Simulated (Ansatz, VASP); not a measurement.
KI in VASP and in Ansatz

File INCAR:

```
SYSTEM = KI
PREC = Accurate
ENCUT = 600
EDIFF = 1E-6
ISMEAR = -1
SIGMA = 0.03
LREAL = .FALSE.
LASPH = .TRUE.
NELM = 60
ALGO = Normal
ISIF = 3
LWAVE = .FALSE.
LCHARG = .FALSE.
GGA = PE
IBRION = 2
NSW = 100
EDIFFG = -0.005
```

Contents of KPOINTS:

```
regular mesh
0
G
  9 9 9
  0 0 0
```

File POSCAR:

```
KI
1.0
    0.0000000000      3.2195088072      3.2195088072
    3.2195088072      0.0000000000      3.2195088072
    3.2195088072      3.2195088072      0.0000000000
K I
1 1
Direct
    0.0000000000      0.0000000000      0.0000000000
    0.2500000000      0.2500000000      0.2500000000
```

Input for Ansatz:

```yaml
crystal:
  lattice:
    - [0.0, 3.2195088072, 3.2195088072]
    - [3.2195088072, 0.0, 3.2195088072]
    - [3.2195088072, 3.2195088072, 0.0]
  atoms:
    - { symbol: K, position: [0.0, 0.0, 0.0] }
    - { symbol: I, position: [0.25, 0.25, 0.25] }
kpoints:
  mp_grid: { grid: [9, 9, 9] }
scf:
  occupations: { method: fermi_dirac, width: 0.03 }
hamiltonian:
  xc: pbe
  pseudopotentials: { kind: paw }
output:
  forces: true
  stress: true
relax:
  f_tol: 0.005
  max_steps: 80
  cell: {}
```

Alike in both runs: task relaxation of cell and atoms; functional PBE; k mesh 9 × 9 × 9; occupations fermi-dirac, width 0.03 eV; no spin polarisation.

```csv
,VASP,Ansatz
version,VASP 6.6.1,Ansatz 0.2.0
potentials or method,"VASP PAW PBE potentials, release 64 (K_sv, I)","PAW with Ansatz's default frozen-core files, scalar-relativistic"
plane-wave cutoff (eV),600,420
valence electrons in the cell,16,26
```

|  | VASP | Ansatz | Ansatz less VASP |
| --- | --- | --- | --- |
| relaxed volume (Å³/atom) | 63.93 | 63.74 | -0.187 |
| relaxed cell length with the largest relative difference (Å) | 5.655 | 5.649 | -0.0055 |

VASP's potentials hold 16 valence electrons a cell and Ansatz's 26, so a difference there can come from the potentials and not from the codes.

Spin-orbit coupling is off throughout. Noted on VASP's run: the volume moved by over 15 % at a fixed basis, so the end points are rough.
